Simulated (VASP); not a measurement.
# MnS3 (Pm-3m) in VASP: further runs

The runs below take MnS3 through single point, relaxation of cell and atoms, with PBE.

Everything below comes from runs of VASP 6.6.1. Logs are shortened: lines on timing, memory, paths and dates and some standing lists are left out, and cuts for length are marked.

## (1) The cell of the first run

The structure is cubic, space group Pm-3m (No. 221). Conventional cell: a = 4.058 Å, b = 4.058 Å, c = 4.058 Å, α = 90.00°, β = 90.00°, γ = 90.00°. Mn (site symmetry m-3m) has 12 S at 2.87 Å within 3.8 Å. S (site symmetry 4/mmm) has 4 Mn at 2.87 Å and 8 S at 2.87 Å within 3.8 Å.

## (2) Single point, PBE, collinear spin, ferromagnetic start

INCAR reads:

```
PREC = Accurate ; ENCUT = 520
EDIFF = 1E-6 ; ISMEAR = 0
SIGMA = 0.1 ; LREAL = F
LASPH = T ; NELM = 150
ALGO = Normal ; ISIF = 2
LWAVE = F ; LCHARG = F
ISPIN = 2 ; MAGMOM = 4.86 -0.12 -0.12 -0.12
LORBIT = 11 ; LMAXMIX = 4
GGA = PE ; NBANDS = 28
```

KPOINTS reads:

```
Automatic mesh
0
Gamma
  4 4 4
```

POSCAR reads:

```
MnS3
1.0
    4.0579058524      0.0000000000      0.0000000000
    0.0000000000      4.0579058524      0.0000000000
    0.0000000000      0.0000000000      4.0579058524
Mn S
1 3
Direct
    0.0000000000      0.0000000000      0.0000000000
    0.0000000000      0.5000000000      0.5000000000
    0.5000000000      0.0000000000      0.5000000000
    0.5000000000      0.5000000000      0.0000000000
```

Potentials or basis: VASP PAW PBE potentials, release 64 (Mn_pv, S).

Started as:

```sh
$ cat potpaw_PBE.64/Mn_pv/POTCAR potpaw_PBE.64/S/POTCAR > POTCAR
$ mpirun -np 1 vasp_std > vasp.out
```

OUTCAR:

```text
PREC = Accurate
   ENCUT = 520
   EDIFF = 1E-6
   ISMEAR = 0
   LREAL = F
   LASPH = T
   NELM = 150
   ISIF = 2
   ISPIN = 2
   LORBIT = 11
   GGA = PE

 ion  position               nearest neighbor table
   1  0.000  0.000  0.000-   2 2.87   3 2.87   4 2.87   2 2.87   3 2.87   2 2.87   4 2.87   2 2.87
                             3 2.87   4 2.87   3 2.87   4 2.87
   2  0.000  0.500  0.500-   1 2.87   1 2.87   1 2.87   1 2.87
   3  0.500  0.000  0.500-   1 2.87   1 2.87   1 2.87   1 2.87
   4  0.500  0.500  0.000-   1 2.87   1 2.87   1 2.87   1 2.87

  LATTYP: Found a simple cubic cell.
 ALAT       =     4.0579058524

  Lattice vectors:

 A1 = (   4.0579058524,   0.0000000000,   0.0000000000)
 A2 = (   0.0000000000,   4.0579058524,   0.0000000000)
 A3 = (   0.0000000000,   0.0000000000,   4.0579058524)

Analysis of symmetry for initial positions (statically):
=====================================================================
 Subroutine PRICEL returns:
 Original cell was already a primitive cell.

 Routine SETGRP: Setting up the symmetry group for a
 simple cubic supercell.

 Subroutine GETGRP returns: Found 48 space group operations
 (whereof 48 operations were pure point group operations)
 out of a pool of 48 trial point group operations.

The static configuration has the point symmetry O_h .

Analysis of symmetry for dynamics (positions and initial velocities):
=====================================================================
 Subroutine PRICEL returns:
 Original cell was already a primitive cell.

 Routine SETGRP: Setting up the symmetry group for a
 simple cubic supercell.

 Subroutine GETGRP returns: Found 48 space group operations
 (whereof 48 operations were pure point group operations)
 out of a pool of 48 trial point group operations.

The dynamic configuration has the point symmetry O_h .

Analysis of structural, dynamic, and magnetic symmetry:
=====================================================================
 Subroutine PRICEL returns:
 Original cell was already a primitive cell.

 Routine SETGRP: Setting up the symmetry group for a
 simple cubic supercell.

 Subroutine GETGRP returns: Found 48 space group operations
 (whereof 48 operations were pure point group operations)
 out of a pool of 48 trial point group operations.

The overall configuration has the point symmetry O_h .

 Subroutine INISYM returns: Found 48 space group operations
 (whereof 48 operations are pure point group operations),
 and found     1 'primitive' translations

----------------------------------------------------------------------------------------

                                     Primitive cell

  volume of cell :      66.8199

  direct lattice vectors                    reciprocal lattice vectors
     4.057905852  0.000000000  0.000000000     0.246432529  0.000000000  0.000000000
     0.000000000  4.057905852  0.000000000     0.000000000  0.246432529  0.000000000
     0.000000000  0.000000000  4.057905852     0.000000000  0.000000000  0.246432529

  length of vectors
     4.057905852  4.057905852  4.057905852     0.246432529  0.246432529  0.246432529

  position of ions in fractional coordinates (direct lattice)
     0.000000000  0.000000000  0.000000000
     0.000000000  0.500000000  0.500000000
     0.500000000  0.000000000  0.500000000
     0.500000000  0.500000000  0.000000000

  ion indices of the primitive-cell ions
   primitive index   ion index
                 1           1
                 2           2
                 3           3
                 4           4

----------------------------------------------------------------------------------------

 KPOINTS: Automatic mesh

Automatic generation of k-mesh.
 Grid dimensions read from file:
 generate k-points for:    4    4    4

 Generating k-lattice:

  Cartesian coordinates                     Fractional coordinates (reciprocal lattice)
     0.061608132  0.000000000  0.000000000     0.250000000  0.000000000  0.000000000
     0.000000000  0.061608132  0.000000000     0.000000000  0.250000000  0.000000000
     0.000000000  0.000000000  0.061608132     0.000000000  0.000000000  0.250000000

  Length of vectors
     0.061608132  0.061608132  0.061608132

  Shift w.r.t. Gamma in fractional coordinates (k-lattice)
     0.000000000  0.000000000  0.000000000

 Subroutine IBZKPT returns following result:
 ===========================================

 Found     10 irreducible k-points:

 Following reciprocal coordinates:
            Coordinates               Weight
  0.000000  0.000000  0.000000      1.000000
  0.250000  0.000000  0.000000      6.000000
  0.500000  0.000000  0.000000      3.000000
  0.250000  0.250000  0.000000     12.000000
  0.500000  0.250000  0.000000     12.000000
  0.500000  0.500000  0.000000      3.000000
  0.250000  0.250000  0.250000      8.000000
  0.500000  0.250000  0.250000     12.000000
  0.500000  0.500000  0.250000      6.000000
[... 32 lines left out ...]
   EMIN   =  10.00;   EMAX   =-10.00  energy-range for DOS
   EFERMI =   0.00;   METHOD = LEGACY
   ISMEAR =     0;   SIGMA  =   0.10  broadening in eV -4-tet -1-fermi 0-gaus
   EFERMI_NEDOS =   21; number of points for ismear=-14 and -15
   IALGO  =     38    algorithm
   IMIX   =      4    mixing-type and parameters
     AMIX     =   0.40;   BMIX     =  1.00
     AMIX_MAG =   1.60;   BMIX_MAG =  1.00
  volume/ion in A,a.u.               =      16.70       112.73
  Fermi-wavevector in a.u.,A,eV,Ry     =   1.267341  2.394927 21.853035  1.606153
  Thomas-Fermi vector in A             =   2.400494
   LORBIT       =     11    0 simple, 1 ext, 2 COOP (PROOUT), +10 PAW based schemes
   GGA     = PE    functional components
   LHFCALC =     F    Hartree Fock is set to
   AEXX    =    0.0000 exact exchange contribution
   IVDW    =     0    specifies the selected vdW correction
   LEPSILON=     F    determine dielectric tensor
   LRPA    =     F    only Hartree local field effects (RPA)
 spin polarized calculation
 Gauss-broadening in eV      SIGMA  =   0.10
  energy-cutoff  :      520.00
  volume of cell :       66.82
 maximum number of plane-waves:      1856
   NGX = 15   NGY = 15   NGZ = 15

 number of electron      31.0000014 magnetization       4.1877360

 Free energy of the ion-electron system (eV)
  ---------------------------------------------------
  ext. energy  EPLUGINS =         0.00000000
  ---------------------------------------------------
  free energy    TOTEN  =       -18.51637395 eV

  energy without entropy =      -18.51384214  energy(sigma->0) =      -18.51510805

 E-fermi :   7.2398     XC(G=0): -10.9576

 val. band max:        7.1316944124   @ k =   0.5000   0.0000   0.0000
 cond. band min:       7.2666903814   @ k =   0.5000   0.5000   0.5000
 fundamental gap:      0.1349959691
 Fermi energy:         7.2397700372

 spin component 1

 k-point     1 :       0.0000    0.0000    0.0000
  band No.  band energies     occupation
      1     -43.4814      1.00000
      2     -43.4814      1.00000
      3     -43.4814      1.00000
      4      -8.6228      1.00000
      5      -4.0564      1.00000
      6      -4.0564      1.00000
[... 19 lines left out ...]
     26      14.1937      0.00000
     27      14.9445      0.00000
[... 246 lines left out ...]
      4      -5.5805      1.00000
      5      -5.5805      1.00000
      6      -5.5805      1.00000
[... 19 lines left out ...]
     26      17.9795      0.00000
     27      18.0879      0.00000
 Fermi energy:         7.2397700372

 spin component 2

 k-point     1 :       0.0000    0.0000    0.0000
  band No.  band energies     occupation
      1     -38.9895      1.00000
      2     -38.9895      1.00000
      3     -38.9895      1.00000
      4      -8.6529      1.00000
      5      -4.1428      1.00000
      6      -4.1428      1.00000
[... 19 lines left out ...]
     26      14.5910      0.00000
     27      15.3334      0.00000
[... 246 lines left out ...]
      4      -5.6503      1.00000
      5      -5.6503      1.00000
      6      -5.6503      1.00000
[... 19 lines left out ...]
     26      17.8484      0.00000
     27      17.8484      0.00000
 [bands above 27 left out]

------------------------ aborting loop because EDIFF is reached ----------------------------------------

  FORCE on cell =-STRESS in cart. coord.  units (eV):
  Direction    XX          YY          ZZ          XY          YZ          ZX
  --------------------------------------------------------------------------------------
  -------------------------------------------------------------------------------------
  Total       -0.0686617     -0.0686617     -0.0686617      0.0000000     -0.0000000      0.0000000
  in kB       -1.6463394     -1.6463394     -1.6463394      0.0000000     -0.0000000      0.0000000
  external PRESSURE =      -1.6463394 kB  Pullay stress =       0.0000000 kB

 VOLUME and BASIS-vectors are now :
 -----------------------------------------------------------------------------
  energy-cutoff  :      520.00
  volume of cell :       66.82
      direct lattice vectors                 reciprocal lattice vectors
     4.057905852  0.000000000  0.000000000     0.246432529  0.000000000  0.000000000
     0.000000000  4.057905852  0.000000000     0.000000000  0.246432529  0.000000000
     0.000000000  0.000000000  4.057905852     0.000000000  0.000000000  0.246432529

 POSITION                                       TOTAL-FORCE (eV/Angst)
 -----------------------------------------------------------------------------------
      0.00000      0.00000      0.00000         0.000000      0.000000      0.000000
      0.00000      2.02895      2.02895         0.000000      0.000000      0.000000
      2.02895      0.00000      2.02895         0.000000      0.000000      0.000000
      2.02895      2.02895      0.00000         0.000000      0.000000      0.000000
 -----------------------------------------------------------------------------------
    total drift:                                0.000000      0.000000     -0.000000

  FREE ENERGIE OF THE ION-ELECTRON SYSTEM (eV)
  ---------------------------------------------------
  free  energy   TOTEN  =       -18.5163739515 eV

  energy  without entropy=      -18.5138421395  energy(sigma->0) =      -18.51510805

 total charge

# of ion       s       p       d       tot
------------------------------------------
    1        0.177   6.104   4.947  11.227
    2        1.422   2.131   0.000   3.553
    3        1.422   2.131   0.000   3.553
    4        1.422   2.131   0.000   3.553
--------------------------------------------------
tot          4.442  12.497   4.947  21.885

 magnetization (x)

# of ion       s       p       d       tot
------------------------------------------
    1        0.044   0.023   4.143   4.210
    2        0.003  -0.070   0.000  -0.067
    3        0.003  -0.070   0.000  -0.067
    4        0.003  -0.070   0.000  -0.067
--------------------------------------------------
tot          0.054  -0.187   4.143   4.009
```

Run time: 24 s. Hardware: 1 thread of Intel Xeon 6975P-C (Granite Rapids), shared host; peak memory 0.19 GiB.

What came out:

```
Free energy                                           : -18.5164 eV
Pressure                                              : -0.2 GPa
Net moment                                            : 4.19 μB per cell
Site moments                                          : Mn +4.21; S -0.07 μB
Valence electrons inside the program's atomic spheres : Mn 11.23; S 3.55
```

Caveat: the k points lie up to 0.39 Å⁻¹ apart; a cell with one magnetic atom can't hold antiferromagnetic order, which such compounds often take; semilocal functionals often make such compounds metallic where correlation or magnetic order opens a gap, which also shifts bond lengths. With open d or f shells a metallic result of PBE can be an artefact of self-interaction; +U or a hybrid may open a gap.

## (3) Single point, PBE, collinear spin, ferromagnetic start

This run uses another cell than the first one, of 18.61 Å³/atom.

INCAR reads:

```
PREC = Accurate ; ENCUT = 520
EDIFF = 1E-7 ; ISMEAR = 0
SIGMA = 0.1 ; LREAL = False
LASPH = True ; NELM = 150
ALGO = Normal ; ISIF = 2
LWAVE = False ; LCHARG = True
ISPIN = 2 ; MAGMOM = 4 0 0 0
LORBIT = 11 ; LMAXMIX = 4
GGA = PE ; LELF = True
LVHAR = True ; NBANDS = 28
```

KPOINTS reads:

```
regular mesh
0
Gamma
  4 4 4
```

POSCAR reads:

```
MnS3
1.0
    4.2065055464      0.0000000000      0.0000000000
    0.0000000000      4.2065055464      0.0000000000
    0.0000000000      0.0000000000      4.2065055464
Mn S
1 3
Direct
    0.0000000000      0.0000000000      0.0000000000
    0.0000000000      0.5000000000      0.5000000000
    0.5000000000      0.0000000000      0.5000000000
    0.5000000000      0.5000000000      0.0000000000
```

Potentials or basis: VASP PAW PBE potentials, release 64 (Mn_pv, S).

Started as:

```sh
$ cat potpaw_PBE.64/Mn_pv/POTCAR potpaw_PBE.64/S/POTCAR > POTCAR
$ mpirun -np 1 vasp_std > vasp.out
```

It took 33 s on 1 thread of Intel Xeon 6975P-C (Granite Rapids), shared host; peak memory 0.21 GiB.

The run converged. Its results:

| Quantity | Value |
| --- | --- |
| Free energy | -18.3505 eV |
| Pressure | -6.4 GPa |
| Net moment | 4.23 μB per cell |
| Site moments | Mn +4.31; S -0.08 μB |
| Valence electrons inside the program's atomic spheres | Mn 11.16; S 3.53 |

Levels at points of the mesh, in eV from the Fermi level:
Spin up:
| k point | band 15 | band 16 | band 17 | band 18 | band 19 | band 20 | band 21 | band 22 |
| --- | --- | --- | --- | --- | --- | --- | --- | --- |
| (0.00, 0.00, 0.00) | -1.02 | -1.02 | -1.02 | -0.09 | 0.77 | 0.77 | 0.77 | 6.66 |
| (0.50, 0.00, 0.00) | -2.21 | -2.21 | -1.90 | -0.82 | 0.58 | 0.58 | 3.92 | 4.24 |
| (0.50, 0.50, 0.00) | -2.64 | -2.40 | -1.02 | -1.02 | 1.04 | 1.35 | 3.39 | 4.11 |
| (0.50, 0.50, 0.50) | -2.88 | -0.84 | 1.16 | 1.16 | 1.20 | 1.20 | 1.20 | 9.32 |
Spin down:
| k point | band 9 | band 10 | band 11 | band 12 | band 13 | band 14 | band 15 | band 16 | band 17 | band 18 |
| --- | --- | --- | --- | --- | --- | --- | --- | --- | --- | --- |
| (0.00, 0.00, 0.00) | -5.02 | -1.22 | -1.22 | -1.22 | 0.66 | 0.66 | 0.75 | 0.75 | 0.75 | 0.78 |
| (0.50, 0.00, 0.00) | -3.55 | -2.89 | -2.75 | -2.75 | -1.88 | -0.06 | -0.06 | 0.84 | 1.12 | 1.96 |
| (0.50, 0.50, 0.00) | -2.92 | -2.92 | -2.71 | -2.71 | -2.36 | 0.24 | 1.02 | 1.07 | 1.20 | 1.95 |
| (0.50, 0.50, 0.50) | -5.56 | -5.56 | 0.35 | 0.97 | 0.97 | 0.97 | 1.17 | 1.17 | 1.17 | 1.17 |

Caveat: the k points lie up to 0.37 Å⁻¹ apart; a cell with one magnetic atom can't hold antiferromagnetic order, which such compounds often take; semilocal functionals often make such compounds metallic where correlation or magnetic order opens a gap, which also shifts bond lengths.

## (4) Relaxation of cell and atoms, PBE, collinear spin, ferromagnetic start

This run uses another cell than the first one, of 18.61 Å³/atom.

INCAR reads:

```
  PREC = Accurate
  ENCUT = 600
  EDIFF = 1E-7
  ISMEAR = 0
  SIGMA = 0.1
  LREAL = F
  LASPH = T
  NELM = 150
  ALGO = Normal
  ISIF = 3
  LWAVE = F
  LCHARG = F
  ISPIN = 2
  MAGMOM = 4.86 -0.12 -0.12 -0.12
  LORBIT = 11
  LMAXMIX = 4
  GGA = PE
  IBRION = 2
  NSW = 90
  EDIFFG = -0.04
```

KPOINTS reads:

```
Automatic mesh
0
Gamma
  4 4 4
```

POSCAR is that of step 3.

Started as:

```sh
$ cat potpaw_PBE.64/Mn_pv/POTCAR potpaw_PBE.64/S/POTCAR > POTCAR
$ mpirun -np 1 vasp_std > vasp.out
```

It took 54 s on 1 thread of Intel Xeon 6975P-C (Granite Rapids), shared host; peak memory 0.25 GiB.

Results (log left out):

```
Free energy                                           : -18.5187 eV
Relaxed volume                                        : 16.69 Å³/atom
Relaxed cell                                          : a = 4.057 Å, b = 4.057 Å, c = 4.057 Å, α = 90.00°, β = 90.00°, γ = 90.00°
Space group after relaxing (to 0.1 Å)                 : Pm-3m (No. 221)
Energy gained by relaxing                             : 41.9 meV/atom
Ionic steps                                           : 2
Pressure after relaxing                               : 0.0 GPa
Net moment                                            : 4.19 μB per cell
Site moments                                          : Mn +4.21; S -0.07 μB
Valence electrons inside the program's atomic spheres : Mn 11.23; S 3.55
```

Step by step:
| step | energy change (eV) | largest force (eV/Å) | pressure (GPa) | volume (Å³) |
| --- | --- | --- | --- | --- |
| 1 | 0.0000 | 0.0000 | -6.35 | 74.43 |
| 2 | -0.1675 | 0.0000 | -0.03 | 66.76 |

Final structure:
```xyz
4
Lattice="4.0568 0.0000 0.0000 0.0000 4.0568 0.0000 0.0000 0.0000 4.0568" Properties=species:S:1:pos:R:3 pbc="T T T"
Mn    0.0000    0.0000    0.0000
S     0.0000    2.0284    2.0284
S     2.0284    0.0000    2.0284
S     2.0284    2.0284    0.0000
```

Levels at points of the mesh, in eV from the Fermi level:
Spin up:
```tsv
k point	band 14	band 15	band 16	band 17	band 18	band 19	band 20	band 21
(0.00, 0.00, 0.00)	-3.09	-1.20	-1.20	-1.20	-0.22	0.88	0.88	0.88
(0.50, 0.00, 0.00)	-2.88	-2.23	-2.23	-2.20	-0.73	0.70	0.70	3.99
(0.50, 0.50, 0.00)	-2.87	-2.85	-2.80	-0.95	-0.95	1.20	1.62	3.82
(0.50, 0.50, 0.50)	-2.80	-2.80	-1.10	1.38	1.38	1.41	1.41	1.41
```
Spin down:
```
           k point  band 9  band 10  band 11  band 12  band 13  band 14  band 15  band 16  band 17  band 18
(0.00, 0.00, 0.00)   -5.74    -1.38    -1.38    -1.38     0.49     0.49     0.54     0.54     0.54     0.74
(0.50, 0.00, 0.00)   -3.75    -3.43    -3.19    -3.19    -2.16    -0.11    -0.11     0.67     1.04     2.10
(0.50, 0.50, 0.00)   -3.41    -3.41    -2.98    -2.98    -2.82     0.19     0.88     1.15     1.26     2.07
(0.50, 0.50, 0.50)   -6.34    -6.34     0.03     1.09     1.09     1.15     1.15     1.15     1.21     1.21
```

Caveat: the k points lie up to 0.39 Å⁻¹ apart in the final cell; a cell with one magnetic atom can't hold antiferromagnetic order, which such compounds often take; semilocal functionals often make such compounds metallic where correlation or magnetic order opens a gap, which also shifts bond lengths. With open d or f shells a metallic result of PBE can be an artefact of self-interaction; +U or a hybrid may open a gap.

## (5) The runs side by side

| task | cell | cutoff (eV) | gap on the mesh (eV) | pressure (GPa) | moment (μB) |
| --- | --- | --- | --- | --- | --- |
| single point | a = 4.058 Å, 4 atoms | 520 | none | -0.2 | 4.19 |
| single point | a = 4.207 Å, 4 atoms | 520 | none | -6.4 | 4.23 |
| relaxation of cell and atoms | relaxed from a = 4.207 Å, 4 atoms | 600 | none | 0.0 | 4.19 |

Alike in all rows: level PBE; potentials or basis VASP PAW PBE potentials, release 64 (Mn_pv, S); spin collinear, ferromagnetic start; k mesh 4 × 4 × 4; smearing gaussian 0.1 eV.

Caveats: all runs use coarse meshes; a cell with one magnetic atom can't hold antiferromagnetic order, which such compounds often take; semilocal functionals often make such compounds metallic where correlation or magnetic order opens a gap, which also shifts bond lengths.

Absolute energies hang on the potentials; compare differences alone.
